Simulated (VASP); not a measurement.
Crystal: KI.

```
K I
1.0
     4.30792   -0.03537   -0.03537
    -0.03537    4.30792   -0.03537
    -0.03537   -0.03537    4.30792
K I
1 1
Direct
  0.00000 0.00000 0.00000
  0.50000 0.50000 0.50000
```

This cell differs from its parent crystal: epitaxial 111 strain +1.2%.

Base run:

| Quantity | Value |
| --- | --- |
| Program | VASP 6.6.1 |
| Functional | r2SCAN |
| Potentials or basis | VASP PAW PBE potentials, release 64 (K_sv, I) |
| Cutoff | 520 eV |
| k mesh | 6 × 6 × 6 |
| Occupations | gaussian, width 0.01 eV |
| Spin | no spin polarisation |

Its results: band gap on the k mesh 4.01 eV (least direct gap 4.36 eV); pressure -0.1 GPa.

Question: The run is repeated on the same cell with these changes: functional from r2SCAN to PBE; occupations from gaussian, width 0.01 eV to fermi-dirac, width 0.02 eV. What comes out?

Answer: Band gap on the k mesh 3.30 eV (least direct gap 3.64 eV); pressure 0.4 GPa.

Caveats: the structure was generated, so it needn't be the stable form of KI; spin-orbit coupling is left out, which moves the levels of the heavy elements; the PAW data sets were made with another functional, which shifts forces and pressure a little (at least some runs).

A k mesh can miss the band edges.
